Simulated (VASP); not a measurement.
# BiS (R-3m) in VASP: a series of runs, part 2 of 2

VASP 6.6.1. The steps go on from the part before.

### 3 Single point, PBEsol-based global hybrid with 25 % exact exchange

This run uses another cell than the first one, of 24.86 Å³/atom.

Contents of POSCAR:

```
BiS
1.0
    2.0464172692      1.1814995596      3.4270674970
   -2.0464172692      1.1814995596      3.4270674970
    0.0000000000     -2.3629991241      3.4270674953
Bi S
1 1
Direct
    0.0000000000      0.0000000000      0.0000000000
    0.5000000000      0.5000000000      0.5000000000
```

Contents of INCAR.step1:

```
SYSTEM = BiS
ALGO = Normal
EDIFF = 1E-5
ENCUT = 520
GGA = PE
ISIF = 2
ISMEAR = -1
LASPH = .True.
LCHARG = .False.
LREAL = .False.
LWAVE = .True.
NBANDS = 18
NELM = 80
PREC = Accurate
SIGMA = 0.05
```

Contents of INCAR.step2:

```
SYSTEM = BiS
AEXX = 0.25
ALGO = Normal
EDIFF = 1E-6
ENCUT = 520
GGA = PS
ISIF = 2
ISMEAR = -1
ISTART = 1
LASPH = .True.
LCHARG = .False.
LHFCALC = .True.
LREAL = .False.
LWAVE = .False.
NBANDS = 18
NELM = 80
PREC = Accurate
PRECFOCK = Normal
SIGMA = 0.05
```

Contents of KPOINTS:

```
k-points
0
Gamma
  4 4 4
  0 0 0
```

Potentials or basis: VASP PAW PBE potentials, release 64 (Bi_d, S).

On the command line:

```console
$ cat potpaw_PBE.64/Bi_d/POTCAR potpaw_PBE.64/S/POTCAR > POTCAR
$ cp INCAR.step1 INCAR
$ mpirun -np 1 vasp_std > vasp.out
$ cp INCAR.step2 INCAR
$ mpirun -np 1 vasp_std > vasp.out
```

OUTCAR:

```text
SYSTEM = BiS
   AEXX = 0.25
   EDIFF = 1E-6
   ENCUT = 520
   GGA = PS
   ISIF = 2
   ISMEAR = -1
   ISTART = 1
   LASPH = .True.
   LHFCALC = .True.
   LREAL = .False.
   NELM = 80
   PREC = Accurate
   PRECFOCK = Normal

 ion  position               nearest neighbor table
   1  0.000  0.000  0.000-   2 2.92   2 2.92   2 2.92   2 2.92   2 2.92   2 2.92
   2  0.500  0.500  0.500-   1 2.92   1 2.92   1 2.92   1 2.92   1 2.92   1 2.92

  LATTYP: Found a trigonal (rhomboedric) cell.
 ALAT       =     4.1627582776
 COS(alpha) =     0.5166563764

  Lattice vectors:

 A1 = (   2.0464172692,   1.1814995596,   3.4270674970)
 A2 = (  -2.0464172692,   1.1814995596,   3.4270674970)
 A3 = (   0.0000000000,  -2.3629991241,   3.4270674953)

Analysis of symmetry for initial positions (statically):
=====================================================================
 Subroutine PRICEL returns:
 Original cell was already a primitive cell.

 Routine SETGRP: Setting up the symmetry group for a
 trigonal (rhombohedral) supercell.

 Subroutine GETGRP returns: Found 12 space group operations
 (whereof 12 operations were pure point group operations)
[... 157 lines left out ...]

  energy without entropy =      -11.38563971  energy(sigma->0) =      -11.38863377

 E-fermi :   7.8161     XC(G=0):  -8.1438

 val. band max:        7.2651594502   @ k =  -0.2500   0.5000   0.2500
 cond. band min:       7.8508372692   @ k =  -0.2500   0.2500   0.0000
 fundamental gap:      0.5856778190
 Fermi energy:         7.8161335099

 k-point     1 :       0.0000    0.0000    0.0000
  band No.  band energies     occupation
      1     -18.6058      2.00000
      2     -18.6058      2.00000
      3     -18.5897      2.00000
      4     -18.5897      2.00000
      5     -18.5880      2.00000
      6     -10.2498      2.00000
[... 250 lines left out ...]
      5     -18.5675      2.00000
      6      -8.3951      2.00000
[... 10 lines left out ...]
     17      17.5616      0.00000
     18      19.5987      0.00000

------------------------ aborting loop because EDIFF is reached ----------------------------------------

  FORCE on cell =-STRESS in cart. coord.  units (eV):
  Direction    XX          YY          ZZ          XY          YZ          ZX
  --------------------------------------------------------------------------------------
  -------------------------------------------------------------------------------------
  Total       -0.0947665     -0.0947665     -0.0953429      0.0000000     -0.0000000      0.0000000
  in kB       -3.0539632     -3.0539632     -3.0725381      0.0000000     -0.0000000      0.0000000
  external PRESSURE =      -3.0601548 kB  Pullay stress =       0.0000000 kB

 VOLUME and BASIS-vectors are now :
 -----------------------------------------------------------------------------
  energy-cutoff  :      520.00
  volume of cell :       49.72
      direct lattice vectors                 reciprocal lattice vectors
     2.046417269  1.181499560  3.427067497     0.244329447  0.141063672  0.097264887
    -2.046417269  1.181499560  3.427067497    -0.244329447  0.141063672  0.097264887
     0.000000000 -2.362999124  3.427067495     0.000000000 -0.282127344  0.097264887

 POSITION                                       TOTAL-FORCE (eV/Angst)
 -----------------------------------------------------------------------------------
      0.00000      0.00000      0.00000         0.000000     -0.000000     -0.000000
      0.00000     -0.00000      5.14060        -0.000000      0.000000      0.000000
 -----------------------------------------------------------------------------------
    total drift:                                0.000000      0.000002      0.000003

  FREE ENERGIE OF THE ION-ELECTRON SYSTEM (eV)
  ---------------------------------------------------
  free  energy   TOTEN  =       -11.3916278362 eV

  energy  without entropy=      -11.3856397129  energy(sigma->0) =      -11.38863377
```

OUTCAR.step1:

```text
SYSTEM = BiS
   EDIFF = 1E-5
   ENCUT = 520
   GGA = PE
   ISIF = 2
   ISMEAR = -1
   LASPH = .True.
[... 481 lines left out ...]
      0.00000      0.00000      0.00000         0.000000      0.000000      0.000000
      0.00000     -0.00000      5.14060         0.000000     -0.000000     -0.000000
 -----------------------------------------------------------------------------------
    total drift:                               -0.000000     -0.000000     -0.000000

  FREE ENERGIE OF THE ION-ELECTRON SYSTEM (eV)
  ---------------------------------------------------
  free  energy   TOTEN  =        -8.1279052155 eV

  energy  without entropy=       -8.1168890012  energy(sigma->0) =       -8.12239711
```

OSZICAR.step1:

```text
N       E                     dE             d eps       ncg     rms          rms(c)
DAV:   1     0.168439374788E+03    0.16844E+03   -0.10414E+04   476   0.124E+03
DAV:   2     0.505436110919E+01   -0.16339E+03   -0.15782E+03   504   0.336E+02
DAV:   3    -0.804015176982E+01   -0.13095E+02   -0.12999E+02   588   0.967E+01
DAV:   4    -0.839709364864E+01   -0.35694E+00   -0.35648E+00   568   0.164E+01
DAV:   5    -0.841013424926E+01   -0.13041E-01   -0.13040E-01   656   0.300E+00    0.836E+00
DAV:   6    -0.812379337644E+01    0.28634E+00   -0.89076E-01   668   0.483E+00    0.539E+00
DAV:   7    -0.812776943619E+01   -0.39761E-02   -0.99661E-02   526   0.147E+00    0.196E+00
DAV:   8    -0.812776582099E+01    0.36152E-05   -0.88470E-03   570   0.738E-01    0.462E-01
DAV:   9    -0.812785116306E+01   -0.85342E-04   -0.12577E-03   554   0.219E-01    0.125E-01
DAV:  10    -0.812789626526E+01   -0.45102E-04   -0.15240E-04   554   0.853E-02    0.429E-02
DAV:  11    -0.812790521550E+01   -0.89502E-05   -0.33424E-05   486   0.464E-02
   1 F= -.81279052E+01 E0= -.81223971E+01  d E =-.110162E-01
```

Run time: 20 min. Hardware: 1 thread of Intel Xeon 8259CL, shared host; peak memory 0.19 GiB.

Results:

| Item | Value |
| --- | --- |
| Free energy | -11.3916 eV |
| Pressure | -0.3 GPa |
| Band gap on the k mesh | zero (an odd number of electrons rules out a gap without spin polarisation) |

Caveat: the k points lie up to 0.47 Å⁻¹ apart, too coarse for converged energies and pressures of a metal; the PAW data sets were made with another functional, which shifts forces and pressure a little; spin-orbit coupling is left out, which moves the levels of the heavy elements.

### 4 Single point, PBE0

This run uses another cell than the first one, of 25.59 Å³/atom.

Contents of POSCAR:

```
BiS
1.0
    2.0680558942      1.1939926256      3.4540731007
   -2.0680558942      1.1939926256      3.4540731007
    0.0000000000     -2.3879852560      3.4540730990
Bi S
1 1
Direct
    0.0000000000      0.0000000000      0.0000000000
    0.5000000000      0.5000000000      0.5000000000
```

Changes to INCAR.step1 since step 3:

```diff
@@ -12,3 +12,3 @@
 NBANDS = 18
-NELM = 80
+NELM = 100
 PREC = Accurate
```

Changes to INCAR.step2 since step 3:

```diff
@@ -3,5 +3,5 @@
 ALGO = Normal
-EDIFF = 1E-6
+EDIFF = 1E-7
 ENCUT = 520
-GGA = PS
+GGA = PE
 ISIF = 2
@@ -15,3 +15,3 @@
 NBANDS = 18
-NELM = 80
+NELM = 100
 PREC = Accurate
```

KPOINTS is that of step 3.

On the command line:

```console
$ cat potpaw_PBE.64/Bi_d/POTCAR potpaw_PBE.64/S/POTCAR > POTCAR
$ cp INCAR.step1 INCAR
$ mpirun -np 1 vasp_std > vasp.out
$ cp INCAR.step2 INCAR
$ mpirun -np 1 vasp_std > vasp.out
```

It took 38 min on 1 thread of Intel Xeon 8259CL, shared host; peak memory 0.19 GiB.

It converged, with:

```yaml
Free_energy: -10.8239 eV
Pressure: -0.2 GPa
Band_gap_on_the_k_mesh: zero (an odd number of electrons rules out a gap without spin polarisation)
```

Levels at points of the mesh, in eV from the Fermi level:
| k point | band 7 | band 8 | band 9 | band 10 | band 11 | band 12 | band 13 | band 14 |
| --- | --- | --- | --- | --- | --- | --- | --- | --- |
| (0.00, 0.00, 0.00) | -10.34 | -4.96 | -4.75 | -4.75 | 3.36 | 3.36 | 3.40 | 5.57 |
| (0.50, 0.00, 0.00) | -13.66 | -4.36 | -4.29 | -2.88 | -2.19 | -0.90 | -0.79 | 7.94 |
| (0.50, 0.50, 0.00) | -12.12 | -8.43 | -6.49 | -6.32 | 2.71 | 4.20 | 4.20 | 4.66 |
| (0.50, 0.50, 0.50) | -13.77 | -4.24 | -4.24 | -2.75 | -1.99 | -0.65 | -0.65 | 7.90 |

Caveat: the k points lie up to 0.46 Å⁻¹ apart, too coarse for converged energies and pressures of a metal; the PAW data sets were made with another functional, which shifts forces and pressure a little; spin-orbit coupling is left out, which moves the levels of the heavy elements.

### 5 Single point, HSE06

This run uses another cell than the first one, of 25.61 Å³/atom.

Contents of POSCAR:

```
BiS
1.0
    2.0711032130      1.1957519959      3.4471397096
   -2.0711032130      1.1957519959      3.4471397096
    0.0000000000     -2.3915039967      3.4471397079
Bi S
1 1
Direct
    0.0000000000      0.0000000000      0.0000000000
    0.5000000000      0.5000000000      0.5000000000
```

Contents of INCAR.step1:

```
ALGO     = Normal         # electronic algorithm
EDIFF    = 1E-5           # SCF threshold, eV
ENCUT    = 520            # plane-wave cutoff, eV
GGA      = PE             # functional
ISIF     = 2              # what is computed and relaxed
ISMEAR   = -1             # smearing method
LASPH    = True           # aspherical terms in the spheres
LCHARG   = False          # write CHGCAR
LREAL    = False          # projectors in reciprocal space
LWAVE    = True           # write WAVECAR
NBANDS   = 18             # bands
NELM     = 80             # most SCF steps
PREC     = Accurate       # precision mode
SIGMA    = 0.05           # smearing width, eV
```

Contents of INCAR.step2:

```
ALGO     = Normal         # electronic algorithm
EDIFF    = 1E-6           # SCF threshold, eV
ENCUT    = 520            # plane-wave cutoff, eV
GGA      = PE             # functional
HFSCREEN = 0.2079         # screening, 1/A
ISIF     = 2              # what is computed and relaxed
ISMEAR   = -1             # smearing method
ISTART   = 1            
LASPH    = True           # aspherical terms in the spheres
LCHARG   = False          # write CHGCAR
LHFCALC  = True           # exact exchange
LREAL    = False          # projectors in reciprocal space
LWAVE    = False          # write WAVECAR
NBANDS   = 18             # bands
NELM     = 80             # most SCF steps
PREC     = Accurate       # precision mode
PRECFOCK = Normal       
SIGMA    = 0.05           # smearing width, eV
```

Contents of KPOINTS:

```
k-points
0
Gamma
  4 4 4
```

Potentials or basis: VASP PAW PBE potentials, release 64 (Bi_d, S).

On the command line:

```console
$ cat potpaw_PBE.64/Bi_d/POTCAR potpaw_PBE.64/S/POTCAR > POTCAR
$ cp INCAR.step1 INCAR
$ mpirun -np 1 vasp_std > vasp.out
$ cp INCAR.step2 INCAR
$ mpirun -np 1 vasp_std > vasp.out
```

OUTCAR:

```text
EDIFF = 1E-6
   ENCUT = 520
   GGA = PE
   HFSCREEN = 0.2079
   ISIF = 2
   ISMEAR = -1
   ISTART = 1
   LASPH = True
   LHFCALC = True
   LREAL = False
   NELM = 80
   PREC = Accurate
   PRECFOCK = Normal

 ion  position               nearest neighbor table
   1  0.000  0.000  0.000-   2 2.95   2 2.95   2 2.95   2 2.95   2 2.95   2 2.95
   2  0.500  0.500  0.500-   1 2.95   1 2.95   1 2.95   1 2.95   1 2.95   1 2.95

  LATTYP: Found a trigonal (rhomboedric) cell.
 ALAT       =     4.1954813231
 COS(alpha) =     0.5126175393

  Lattice vectors:

 A1 = (   2.0711032130,   1.1957519959,   3.4471397096)
 A2 = (  -2.0711032130,   1.1957519959,   3.4471397096)
 A3 = (   0.0000000000,  -2.3915039967,   3.4471397079)

Analysis of symmetry for initial positions (statically):
=====================================================================
 Subroutine PRICEL returns:
 Original cell was already a primitive cell.

 Routine SETGRP: Setting up the symmetry group for a
 trigonal (rhombohedral) supercell.

 Subroutine GETGRP returns: Found 12 space group operations
 (whereof 12 operations were pure point group operations)
 out of a pool of 12 trial point group operations.

The static configuration has the point symmetry D_3d.

Analysis of symmetry for dynamics (positions and initial velocities):
=====================================================================
 Subroutine PRICEL returns:
 Original cell was already a primitive cell.

 Routine SETGRP: Setting up the symmetry group for a
 trigonal (rhombohedral) supercell.

 Subroutine GETGRP returns: Found 12 space group operations
 (whereof 12 operations were pure point group operations)
[... 109 lines left out ...]
     AMIX     =   0.40;   BMIX     =  1.00
     AMIX_MAG =   1.60;   BMIX_MAG =  1.00
  volume/ion in A,a.u.               =      25.61       172.83
  Fermi-wavevector in a.u.,A,eV,Ry     =   1.216177  2.298242 20.124207  1.479087
  Thomas-Fermi vector in A             =   2.351540
   LORBIT       =      0    0 simple, 1 ext, 2 COOP (PROOUT), +10 PAW based schemes
   GGA     = PE    functional components
   LHFCALC =     T    Hartree Fock is set to
   PRECFOCK=normal    Normal, Fast or Accurate (Low or Medium for compatibility)
   ENCUT4O =  -1.0   cutoff for four orbital integrals eV
   NKREDX  =     1    reduce k-point grid by
   NKREDY  =     1    reduce k-point grid by
   NKREDZ  =     1    reduce k-point grid by
   AEXX    =    0.2500 exact exchange contribution
   HFSCREEN=    0.2079 screening length (either q_TF or 0.3 A-1)
   HFSCREENC=   0.2079 screening length for correlation (either q_TF or 0.3 A-1)
   ENCUTFOCK=  -1.0 apply spherical cutoff to Coloumb kernel
   IVDW    =     0    specifies the selected vdW correction
   LEPSILON=     F    determine dielectric tensor
   LRPA    =     F    only Hartree local field effects (RPA)
 non-spin polarized calculation
  energy-cutoff  :      520.00
  volume of cell :       51.22
 maximum number of plane-waves:      1404
  NGX = 24; NGY = 24; NGZ = 24

 number of electron      21.0000000 magnetization

 Free energy of the ion-electron system (eV)
  ---------------------------------------------------
  ext. energy  EPLUGINS =         0.00000000
  ---------------------------------------------------
  free energy    TOTEN  =        -9.73724617 eV

  energy without entropy =       -9.72820347  energy(sigma->0) =       -9.73272482

 E-fermi :   7.4783     XC(G=0):  -8.3050

 val. band max:        7.3141712463   @ k =  -0.2500   0.5000   0.2500
 cond. band min:       7.5126925612   @ k =  -0.2500   0.2500   0.0000
 fundamental gap:      0.1985213150
 Fermi energy:         7.4783291593

 k-point     1 :       0.0000    0.0000    0.0000
  band No.  band energies     occupation
      1     -18.5219      2.00000
      2     -18.5219      2.00000
      3     -18.5074      2.00000
      4     -18.5069      2.00000
      5     -18.5069      2.00000
      6      -9.8372      2.00000
[... 250 lines left out ...]
      5     -18.4885      2.00000
      6      -8.0904      2.00000
[... 10 lines left out ...]
     17      16.8821      0.00000
     18      18.8605      0.00000

------------------------ aborting loop because EDIFF is reached ----------------------------------------

  FORCE on cell =-STRESS in cart. coord.  units (eV):
  Direction    XX          YY          ZZ          XY          YZ          ZX
  --------------------------------------------------------------------------------------
  -------------------------------------------------------------------------------------
  Total       -0.0574485     -0.0574485     -0.0414751      0.0000000     -0.0000000      0.0000000
  in kB       -1.7969518     -1.7969518     -1.2973125      0.0000000     -0.0000000      0.0000000
  external PRESSURE =      -1.6304053 kB  Pullay stress =       0.0000000 kB

 VOLUME and BASIS-vectors are now :
 -----------------------------------------------------------------------------
  energy-cutoff  :      520.00
  volume of cell :       51.22
      direct lattice vectors                 reciprocal lattice vectors
     2.071103213  1.195751996  3.447139710     0.241417230  0.139382302  0.096698527
    -2.071103213  1.195751996  3.447139710    -0.241417230  0.139382302  0.096698527
     0.000000000 -2.391503997  3.447139708     0.000000000 -0.278764605  0.096698527

 POSITION                                       TOTAL-FORCE (eV/Angst)
 -----------------------------------------------------------------------------------
      0.00000      0.00000      0.00000         0.000000      0.000000      0.000000
      0.00000     -0.00000      5.17071         0.000000      0.000000     -0.000000
 -----------------------------------------------------------------------------------
    total drift:                               -0.000001     -0.000001      0.000002

  FREE ENERGIE OF THE ION-ELECTRON SYSTEM (eV)
  ---------------------------------------------------
  free  energy   TOTEN  =        -9.7372461745 eV

  energy  without entropy=       -9.7282034718  energy(sigma->0) =       -9.73272482
```

OSZICAR.step1:

```text
N       E                     dE             d eps       ncg     rms          rms(c)
DAV:   1     0.167028336274E+03    0.16703E+03   -0.10381E+04   468   0.121E+03
DAV:   2     0.452769377235E+01   -0.16250E+03   -0.15761E+03   514   0.338E+02
DAV:   3    -0.807994970820E+01   -0.12608E+02   -0.12511E+02   582   0.936E+01
DAV:   4    -0.843855525629E+01   -0.35861E+00   -0.35558E+00   566   0.160E+01
DAV:   5    -0.845150181131E+01   -0.12947E-01   -0.12942E-01   684   0.299E+00    0.794E+00
DAV:   6    -0.815119788041E+01    0.30030E+00   -0.97390E-01   648   0.494E+00    0.509E+00
DAV:   7    -0.815625217890E+01   -0.50543E-02   -0.96310E-02   512   0.147E+00    0.195E+00
DAV:   8    -0.815642124866E+01   -0.16907E-03   -0.82878E-03   550   0.717E-01    0.413E-01
DAV:   9    -0.815650125254E+01   -0.80004E-04   -0.13486E-03   566   0.219E-01    0.113E-01
DAV:  10    -0.815656137850E+01   -0.60126E-04   -0.16687E-04   550   0.835E-02    0.487E-02
DAV:  11    -0.815656798246E+01   -0.66040E-05   -0.30979E-05   526   0.449E-02
   1 F= -.81565680E+01 E0= -.81511543E+01  d E =-.108274E-01
```

It took 28 min on 1 thread of Intel Xeon 8259CL, shared host; peak memory 0.29 GiB.

Results:

| Quantity | Value |
| --- | --- |
| Free energy | -9.7372 eV |
| Pressure | -0.2 GPa |
| Band gap on the k mesh | zero (an odd number of electrons rules out a gap without spin polarisation) |

Caveat: the k points lie up to 0.46 Å⁻¹ apart, too coarse for converged energies and pressures of a metal; the PAW data sets were made with another functional, which shifts forces and pressure a little; spin-orbit coupling is left out, which moves the levels of the heavy elements.

### 6 The runs side by side

```tsv
level	cell	screening parameter	gap on the mesh (eV)	pressure (GPa)
r2SCAN0	a = 4.264 Å, angles 59.3°, 2 atoms	-	none	-3.9
PBEsol-based global hybrid with 25 % exact exchange	a = 4.163 Å, angles 58.9°, 2 atoms	-	none	-0.3
PBE0	a = 4.199 Å, angles 59.0°, 2 atoms	-	none	-0.2
HSE06	a = 4.195 Å, angles 59.2°, 2 atoms	0.2079 1/Å	none	-0.2
```

Alike in all rows: task single point; potentials or basis VASP PAW PBE potentials, release 64 (Bi_d, S); no spin polarisation; k mesh 4 × 4 × 4; cutoff (eV) 520; smearing fermi-dirac 0.05 eV.

Caveats: all runs use coarse meshes; the PAW data sets were made with another functional, which shifts forces and pressure a little; spin-orbit coupling is left out, which moves the levels of the heavy elements.

Total energies depend on the potentials used, so only differences within one code and one set of settings carry meaning.

The gap in the log of VASP goes by the Fermi energy; the results here count the filled bands.